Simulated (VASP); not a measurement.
# Cu (I4/mmm) in VASP: a series of runs, part 2 of 2

VASP 6.6.1. The steps go on from the part before.

### Step 3. Single point, LDA (strain +0.000 along x and y, +0.030 along z)

INCAR reads:

```
SYSTEM = Cu
ALGO = Fast ; EDIFF = 1E-7
ENCUT = 520 ; GGA = CA
ISIF = 2 ; ISMEAR = 0
LASPH = .True. ; LCHARG = .False.
LREAL = .False. ; LWAVE = .False.
NBANDS = 12 ; NELM = 80
PREC = Accurate ; SIGMA = 0.15
```

KPOINTS reads:

```
k-points
0
Gamma
  22 22 22
  0 0 0
```

POSCAR reads:

```
Cu
1.0
    0.0000000000      1.8075000000      1.8617250000
    1.8075000000      0.0000000000      1.8617250000
    1.8075000000      1.8075000000      0.0000000000
Cu
1
Direct
    0.0000000000      0.0000000000      0.0000000000
```

Potentials or basis: VASP PAW LDA potentials, release 64 (Cu).

Started as:

```bash
$ cat potpaw_LDA.64/Cu/POTCAR > POTCAR
$ mpirun -np 1 vasp_std > vasp.out
```

OUTCAR:

```text
SYSTEM = Cu
   EDIFF = 1E-7
   ENCUT = 520
   GGA = CA
   ISIF = 2
   ISMEAR = 0
   LASPH = .True.
   LREAL = .False.
   NELM = 80
   PREC = Accurate

 ion  position               nearest neighbor table
   1  0.000  0.000  0.000-

  LATTYP: Found a body centered tetragonal cell.
 ALAT       =     2.5561910140
 C/A-ratio  =     1.4566399692

  Lattice vectors:

 A1 = (  -1.8075000000,   0.0000000000,   1.8617250000)
 A2 = (   1.8075000000,   0.0000000000,   1.8617250000)
 A3 = (   0.0000000000,   1.8075000000,  -1.8617250000)

Analysis of symmetry for initial positions (statically):
=====================================================================
 Subroutine PRICEL returns:
 Original cell was already a primitive cell.

 Routine SETGRP: Setting up the symmetry group for a
 body centered tetragonal supercell.

 Subroutine GETGRP returns: Found 16 space group operations
 (whereof 16 operations were pure point group operations)
 out of a pool of 16 trial point group operations.

The static configuration has the point symmetry D_4h.

Analysis of symmetry for dynamics (positions and initial velocities):
=====================================================================
 Subroutine PRICEL returns:
 Original cell was already a primitive cell.

 Routine SETGRP: Setting up the symmetry group for a
 body centered tetragonal supercell.

 Subroutine GETGRP returns: Found 16 space group operations
 (whereof 16 operations were pure point group operations)
 out of a pool of 16 trial point group operations.

The dynamic configuration has the point symmetry D_4h.

 Subroutine INISYM returns: Found 16 space group operations
 (whereof 16 operations are pure point group operations),
 and found     1 'primitive' translations

----------------------------------------------------------------------------------------

                                     Primitive cell
[... 110 lines left out ...]
  volume/ion in A,a.u.               =      12.16        82.09
  Fermi-wavevector in a.u.,A,eV,Ry     =   1.583088  2.991602 34.098474  2.506167
  Thomas-Fermi vector in A             =   2.682912
   LORBIT       =      0    0 simple, 1 ext, 2 COOP (PROOUT), +10 PAW based schemes
   GGA     = CA    functional components
   LHFCALC =     F    Hartree Fock is set to
   AEXX    =    0.0000 exact exchange contribution
   IVDW    =     0    specifies the selected vdW correction
   LEPSILON=     F    determine dielectric tensor
   LRPA    =     F    only Hartree local field effects (RPA)
 non-spin polarized calculation
 RMM-DIIS sequential band-by-band and
 Gauss-broadening in eV      SIGMA  =   0.15
  energy-cutoff  :      520.00
  volume of cell :       12.16
 maximum number of plane-waves:       343
   NGX =  9   NGY =  9   NGZ =  9

 number of electron      10.9999992 magnetization

 Free energy of the ion-electron system (eV)
  ---------------------------------------------------
  ext. energy  EPLUGINS =         0.00000000
  ---------------------------------------------------
  free energy    TOTEN  =        -4.64552038 eV

  energy without entropy =       -4.64275226  energy(sigma->0) =       -4.64413632

 E-fermi :   6.9597     XC(G=0): -12.9304

 val. band max:        6.9478121766   @ k =   0.5000   0.1818   0.0455
 cond. band min:       6.9637940668   @ k =  -0.4545   0.0909   0.0000
 fundamental gap:      0.0159818902
 Fermi energy:         6.9596711536

 k-point     1 :       0.0000    0.0000    0.0000
  band No.  band energies     occupation
      1      -2.1528      2.00000
      2       3.8961      2.00000
      3       4.0390      2.00000
      4       4.0390      2.00000
      5       4.7169      2.00000
      6       4.8587      2.00000
      7      29.4413      0.00000
      8      31.6236      0.00000
      9      31.6784      0.00000
     10      31.6784      0.00000
     11      34.1689      0.00000
     12      34.2276      0.00000
[... 331 lines left out ...]
 k-point    24 :      -0.4545    0.0455    0.0000
  band No.  band energies     occupation
      1       2.0426      2.00000
      2       3.8816      2.00000
      3       4.0584      2.00000
      4       5.0767      2.00000
      5       5.2814      2.00000
      6       6.2625      2.00000
      7      10.8147      0.00000
      8      26.1740      0.00000
      9      28.5486      0.00000
     10      28.7321      0.00000
     11      32.3482      0.00000
     12      32.3888      0.00000

 [... further k-points ...]
[... 5 lines left out ...]
  --------------------------------------------------------------------------------------
  -------------------------------------------------------------------------------------
  Total       -1.1017330     -1.1017330     -1.2282481      0.0000000     -0.0000000      0.0000000
  in kB     -145.1058066   -145.1058066   -161.7687231      0.0000000     -0.0000000      0.0000000
  external PRESSURE =    -150.6601121 kB  Pullay stress =       0.0000000 kB

 VOLUME and BASIS-vectors are now :
 -----------------------------------------------------------------------------
  energy-cutoff  :      520.00
  volume of cell :       12.16
      direct lattice vectors                 reciprocal lattice vectors
     0.000000000  1.807500000  1.861725000    -0.276625173  0.276625173  0.268568129
     1.807500000  0.000000000  1.861725000     0.276625173 -0.276625173  0.268568129
     1.807500000  1.807500000  0.000000000     0.276625173  0.276625173 -0.268568129

 POSITION                                       TOTAL-FORCE (eV/Angst)
 -----------------------------------------------------------------------------------
      0.00000      0.00000      0.00000         0.000000      0.000000     -0.000000
 -----------------------------------------------------------------------------------
    total drift:                                0.000000      0.000000      0.000000

  FREE ENERGIE OF THE ION-ELECTRON SYSTEM (eV)
  ---------------------------------------------------
  free  energy   TOTEN  =        -4.6455203817 eV

  energy  without entropy=       -4.6427522620  energy(sigma->0) =       -4.64413632
```

Wall time 2.3 min (1 thread of Intel Xeon Platinum 8488C (Sapphire Rapids), shared host); peak memory 0.22 GiB.

What came out:

| Property | Result |
| --- | --- |
| Free energy | -4.6455 eV |
| Pressure | -15.1 GPa |

Stress tensor (GPa, compression positive):
```
-14.51   0.00   0.00
  0.00 -14.51   0.00
  0.00   0.00 -16.18
```

Levels at points of the mesh, in eV from the Fermi level:
```
           k point  band 2  band 3  band 4  band 5  band 6  band 7  band 8  band 9  band 10  band 11
(0.00, 0.00, 0.00)   -3.06   -2.92   -2.92   -2.24   -2.10   22.48   24.66   24.72    24.72    27.21
(0.50, 0.00, 0.00)   -3.06   -2.92   -1.65   -1.60   -0.88    3.59   20.42   21.59    21.96    24.25
(0.50, 0.50, 0.00)   -4.29   -1.63   -1.50   -1.50    1.13    6.40   13.25   13.25    17.74    20.24
(0.50, 0.00, 0.50)   -4.30   -1.64   -1.54   -1.44    1.73    7.17   12.53   12.61    17.18    19.58
```

Caveat: the cell differs from its parent crystal (strain +0.000 along x and y, +0.030 along z).

### Step 4. Single point, LDA (strain +0.030 along x and y, +0.000 along z)

INCAR reads:

```
PREC     = Accurate       # precision mode
ENCUT    = 520            # plane-wave cutoff, eV
EDIFF    = 1E-6           # SCF threshold, eV
ISMEAR   = 0              # smearing method
SIGMA    = 0.15           # smearing width, eV
LREAL    = F              # projectors in reciprocal space
LASPH    = T              # aspherical terms in the spheres
NELM     = 80             # most SCF steps
ALGO     = Normal         # electronic algorithm
ISIF     = 2              # what is computed and relaxed
LWAVE    = F              # write WAVECAR
LCHARG   = F              # write CHGCAR
GGA      = CA             # functional
NBANDS   = 12             # bands
```

KPOINTS reads:

```
regular mesh
0
Gamma
  22 22 22
```

POSCAR reads:

```
Cu
1.0
    0.0000000000      1.8617250000      1.8075000000
    1.8617250000      0.0000000000      1.8075000000
    1.8617250000      1.8617250000      0.0000000000
Cu
1
Direct
    0.0000000000      0.0000000000      0.0000000000
```

Potentials or basis: VASP PAW LDA potentials, release 64 (Cu).

Started as:

```bash
$ cat potpaw_LDA.64/Cu/POTCAR > POTCAR
$ mpirun -np 1 vasp_std > vasp.out
```

OUTCAR:

```text
PREC = Accurate
   ENCUT = 520
   EDIFF = 1E-6
   ISMEAR = 0
   LREAL = F
   LASPH = T
   NELM = 80
   ISIF = 2
   GGA = CA

 ion  position               nearest neighbor table
   1  0.000  0.000  0.000-

  LATTYP: Found a body centered tetragonal cell.
 ALAT       =     2.6328767444
 C/A-ratio  =     1.3730228761

  Lattice vectors:

 A1 = (   0.0000000000,  -1.8617250000,  -1.8075000000)
 A2 = (   0.0000000000,   1.8617250000,  -1.8075000000)
 A3 = (   1.8617250000,   0.0000000000,   1.8075000000)

[... 537 lines left out ...]
     12      32.2513      0.00000

 [... further k-points ...]

------------------------ aborting loop because EDIFF is reached ----------------------------------------

  FORCE on cell =-STRESS in cart. coord.  units (eV):
  Direction    XX          YY          ZZ          XY          YZ          ZX
  --------------------------------------------------------------------------------------
  -------------------------------------------------------------------------------------
  Total       -1.4305880     -1.4305880     -1.3305612      0.0000000      0.0000000     -0.0000000
  in kB     -182.9303584   -182.9303584   -170.1398657      0.0000000      0.0000000     -0.0000000
  external PRESSURE =    -178.6668608 kB  Pullay stress =       0.0000000 kB

 VOLUME and BASIS-vectors are now :
 -----------------------------------------------------------------------------
  energy-cutoff  :      520.00
  volume of cell :       12.53
      direct lattice vectors                 reciprocal lattice vectors
     0.000000000  1.861725000  1.807500000    -0.268568129  0.268568129  0.276625173
     1.861725000  0.000000000  1.807500000     0.268568129 -0.268568129  0.276625173
     1.861725000  1.861725000  0.000000000     0.268568129  0.268568129 -0.276625173

 POSITION                                       TOTAL-FORCE (eV/Angst)
 -----------------------------------------------------------------------------------
      0.00000      0.00000      0.00000        -0.000000      0.000000     -0.000000
 -----------------------------------------------------------------------------------
    total drift:                                0.000000      0.000000      0.000000

  FREE ENERGIE OF THE ION-ELECTRON SYSTEM (eV)
  ---------------------------------------------------
  free  energy   TOTEN  =        -4.6082794145 eV

  energy  without entropy=       -4.6053662774  energy(sigma->0) =       -4.60682285
```

OSZICAR:

```text
N       E                     dE             d eps       ncg     rms          rms(c)
DAV:   1     0.422565056906E+02    0.42257E+02   -0.53614E+03 22280   0.153E+03
DAV:   2    -0.415376940950E+01   -0.46410E+02   -0.42757E+02 20692   0.204E+02
DAV:   3    -0.555420297280E+01   -0.14004E+01   -0.13857E+01 23556   0.409E+01
DAV:   4    -0.556382790346E+01   -0.96249E-02   -0.96235E-02 22688   0.298E+00
DAV:   5    -0.556392682770E+01   -0.98924E-04   -0.98924E-04 23992   0.308E-01    0.785E+00
DAV:   6    -0.509834126699E+01    0.46559E+00   -0.16884E+01 23764   0.783E+01    0.455E+00
DAV:   7    -0.462077507698E+01    0.47757E+00   -0.28222E+00 23748   0.324E+01    0.467E-01
DAV:   8    -0.461083410987E+01    0.99410E-02   -0.99931E-03 24688   0.204E+00    0.376E-01
DAV:   9    -0.460827202830E+01    0.25621E-02   -0.14722E-02 24408   0.207E+00    0.242E-02
DAV:  10    -0.460827702152E+01   -0.49932E-05   -0.64587E-05 29840   0.136E-01    0.466E-03
DAV:  11    -0.460827942269E+01   -0.24012E-05   -0.10037E-06 16724   0.999E-03    0.969E-04
DAV:  12    -0.460827941452E+01    0.81727E-08   -0.14633E-07 12096   0.650E-03
   1 F= -.46082794E+01 E0= -.46068228E+01  d E =-.291314E-02
```

Wall time 99 s (1 thread of Intel Xeon Platinum 8488C (Sapphire Rapids), shared host); peak memory 0.22 GiB.

Results:

```
Free energy : -4.6083 eV
Pressure    : -17.9 GPa
```

Caveat: the cell differs from its parent crystal (strain +0.030 along x and y, +0.000 along z).

### Step 5. Summary

| cell | gap on the mesh (eV) | pressure (GPa) |
| --- | --- | --- |
| a = 2.518, b = 2.518, c = 2.556 Å, angles 59.5, 59.5, 61.0°, 1 atom | none | -7.6 |
| a = 2.595, b = 2.595, c = 2.556 Å, angles 60.5, 60.5, 59.0°, 1 atom | none | -15.1 |
| a = 2.595, b = 2.595, c = 2.633 Å, angles 59.5, 59.5, 61.0°, 1 atom | none | -17.9 |

Alike in all rows: task single point; level LDA; potentials or basis VASP PAW LDA potentials, release 64 (Cu); no spin polarisation; k mesh 22 × 22 × 22; cutoff (eV) 520; smearing gaussian 0.15 eV.

Absolute energies hang on the potentials; compare differences alone.
